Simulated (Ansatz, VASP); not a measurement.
## Two plane-wave programs on MgCd2TeSe2

```
Mg Cd Te Se
1.0
     4.08585    0.00000    0.00000
    -2.04292    3.53845    0.00000
     0.00000    0.00000   10.13963
Mg Cd Te Se
1 2 1 2
Direct
  0.00000 0.00000 0.50000
  0.66667 0.33333 0.81425
  0.33333 0.66667 0.18575
  0.00000 0.00000 0.00000
  0.66667 0.33333 0.34926
  0.33333 0.66667 0.65074
```

Change from the starting cell: species swapped into the LiSmCu2P2 type (P-3m1, No. 164).

Alike in both runs: functional PBE; k mesh 12 × 12 × 4; occupations gaussian, width 0.1 eV; no spin polarisation.

Ansatz relaxed the structure, and its values are those at the end. VASP's run is a single point on that final structure, the one shown.

|  | VASP | Ansatz |
| --- | --- | --- |
| version | VASP 6.6.1 | Ansatz 0.2.0 |
| potentials or method | VASP PAW PBE potentials, release 64 (Mg, Cd, Te, Se), cutoff 520 eV | scalar-relativistic, plane waves, PAW |
| valence electrons in the cell | 44 | 98 |

VASP gave:

| Quantity | Value |
| --- | --- |
| gap on the k mesh at the Fermi level (eV) | none |
| pressure (GPa) | 0.1 |
| rms of the force components (eV/Å) | 0.012 |

Task: Which values does Ansatz return?

Result: gap on the k mesh at the Fermi level (eV): none; pressure (GPa): 0.0; rms of the force components (eV/Å): 0.001.

A gap of «none» marks a metal or a gap that the smearing closes. With one functional, cell and mesh, what is left measures potentials, basis and numerics. VASP's potentials hold 44 valence electrons a cell and Ansatz's 98, so a difference there can come from the potentials and not from the codes.

Spin-orbit coupling is off throughout.
